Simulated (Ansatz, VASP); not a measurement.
# TaBr4F in VASP and in Ansatz

```
Ta Br F
1.0
     0.00000    5.33447    5.33447
     5.33447    0.00000    5.33447
     5.33447    5.33447    0.00000
Ta Br F
1 4 1
Cartesian
  0.0000 0.0000 0.0000
  1.3616 3.9729 3.9729
  1.3616 1.3616 1.3616
  3.9729 1.3616 3.9729
  3.9729 3.9729 1.3616
  5.3345 5.3345 5.3345
```

Change from the starting cell: species swapped into the RbClO4 type (F-43m, No. 216).

Alike in both runs: functional PBE; k mesh 4 × 4 × 4; occupations gaussian, width 0.1 eV; no spin polarisation.

Ansatz relaxed the structure, and its values are those at the end. VASP's run is a single point on that final structure, the one shown.

|  | VASP | Ansatz |
| --- | --- | --- |
| version | VASP 6.6.1 | Ansatz 0.2.0 |
| potentials or method | VASP PAW PBE potentials, release 64 (Ta_pv, Br, F), cutoff 520 eV | scalar-relativistic, plane waves, PAW |
| valence electrons in the cell | 46 | 48 |

VASP gave:

| Quantity | Value |
| --- | --- |
| gap on the k mesh at the Fermi level (eV) | 0.16 |
| least direct gap on the mesh (eV) | 0.17 |
| pressure (GPa) | 0.3 |
| rms of the force components (eV/Å) | 0.037 |

**Question.** What did Ansatz give for the same quantities?

**Answer.** gap on the k mesh at the Fermi level (eV): 0.16; least direct gap on the mesh (eV): 0.17; pressure (GPa): 0.3; rms of the force components (eV/Å): 0.027.

VASP's potentials hold 46 valence electrons a cell and Ansatz's 48, so a difference there can come from the potentials and not from the codes.

Spin-orbit coupling is off throughout.
